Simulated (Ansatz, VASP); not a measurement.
# Two plane-wave programs on Al

The input INCAR:

```
SYSTEM = Al
PREC     = Accurate       ! precision mode
ENCUT    = 520            ! plane-wave cutoff, eV
EDIFF    = 1E-7           ! SCF threshold, eV
ISMEAR   = 1              ! smearing method
SIGMA    = 0.1            ! smearing width, eV
LREAL    = .False.        ! projectors in reciprocal space
LASPH    = .True.         ! aspherical terms in the spheres
NELM     = 60             ! most SCF steps
ALGO     = Normal         ! electronic algorithm
ISIF     = 2              ! what is computed and relaxed
LWAVE    = .False.        ! write WAVECAR
LCHARG   = .False.        ! write CHGCAR
GGA      = PE             ! functional
NBANDS   = 8              ! bands
```

Contents of KPOINTS:

```
regular mesh
0
Gamma
  12 12 12
  0 0 0
```

File POSCAR:

```
Al
1.0
    0.0000000000      2.0514502267      2.0514502267
    2.0514502267      0.0000000000      2.0514502267
    2.0514502267      2.0514502267      0.0000000000
Al
1
Direct
    0.0000000000      0.0000000000      0.0000000000
```

Input for Ansatz:

```yaml
crystal:
  lattice:
    - [0.0, 2.051450226652114, 2.051450226652114]
    - [2.051450226652114, 0.0, 2.051450226652114]
    - [2.051450226652114, 2.051450226652114, 0.0]
  atoms:
    - { symbol: Al, position: [0.0, 0.0, 0.0] }
basis:
  ecutwfc: 500.0
kpoints:
  mp_grid:
    grid: [12, 12, 12]
hamiltonian:
  xc: pbe
scf:
  convergence:
    dr2_threshold: 1.0e-10
  occupations:
    method: cold
    width: 0.1
output:
  stress: true
```

Alike in both runs: task single point; functional PBE; k mesh 12 × 12 × 12; no spin polarisation.

|  | VASP | Ansatz |
| --- | --- | --- |
| version | VASP 6.6.1 | Ansatz 0.2.0 |
| potentials or method | VASP PAW PBE potentials, release 64 (Al), cutoff 520 eV | plane waves, PAW |
| occupations | methfessel-paxton of order 1, width 0.1 eV | cold, width 0.1 eV |
| valence electrons in the cell | 3 | 3 |

```csv
,VASP,Ansatz,Ansatz less VASP
pressure (GPa),-3.2,-3.2,+0.04
```
